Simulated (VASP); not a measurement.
Write the native input for VASP 6.6.1 that does the following.

```
Task                   : electric field gradients
Functional             : PBE
Potentials or basis    : VASP PAW PBE potentials, release 64 (Mn_pv, S)
Cutoff                 : 520 eV
k mesh                 : 10 × 10 × 10
Occupations            : fermi-dirac, width 0.05 eV
Spin                   : collinear spin, ferromagnetic start
Starting moments       : [4.0, 0.0] μB
Dipole correction      : no
Further INCAR settings : ALGO = Normal; EDIFF = 1e-08; NBANDS = 20
```

The structure of MnS lies in POSCAR:

```
MnS
1.0
    0.0000000000      2.8231415453      2.8231415453
    2.8231415453      0.0000000000      2.8231415453
    2.8231415453      2.8231415453      0.0000000000
Mn S
1 1
Direct
    0.0000000000      0.0000000000      0.0000000000
    0.7500000000      0.7500000000      0.7500000000
```

This cell differs from its parent crystal: volume scaled by 1.025.

These files were run (other wordings do the same):

INCAR

```
SYSTEM = MnS
ALGO = Normal ; EDIFF = 1E-8
ENCUT = 520 ; GGA = PE
ISIF = 2 ; ISMEAR = -1
ISPIN = 2 ; LASPH = .True.
LCHARG = .False. ; LEFG = .True.
LMAXMIX = 4 ; LORBIT = 11
LREAL = .False. ; LWAVE = .False.
MAGMOM = 4 0 ; NBANDS = 20
NELM = 150 ; PREC = Accurate
SIGMA = 0.05
```

KPOINTS

```
k-points
0
Gamma
  10 10 10
  0 0 0
```

Potentials or basis: VASP PAW PBE potentials, release 64 (Mn_pv, S).

The run is started by

```sh
$ cat potpaw_PBE.64/Mn_pv/POTCAR potpaw_PBE.64/S/POTCAR > POTCAR
$ mpirun -np 1 vasp_std > vasp.out
```

It gave:

```
Pressure                                              : -0.2 GPa
Net moment                                            : 4.96 μB per cell
Site moments                                          : Mn +4.36; S +0.09 μB
Valence electrons inside the program's atomic spheres : Mn 11.35; S 3.76
```

Caveat: without QUAD_EFG the Cq values of the log hold for a quadrupole moment of 1 mb, not for the nuclei; a cell with one magnetic atom can't hold antiferromagnetic order, which such compounds often take.

It took 88 s on 1 thread of Intel Xeon 6975P-C, on a shared host, peak memory 0.22 GiB.
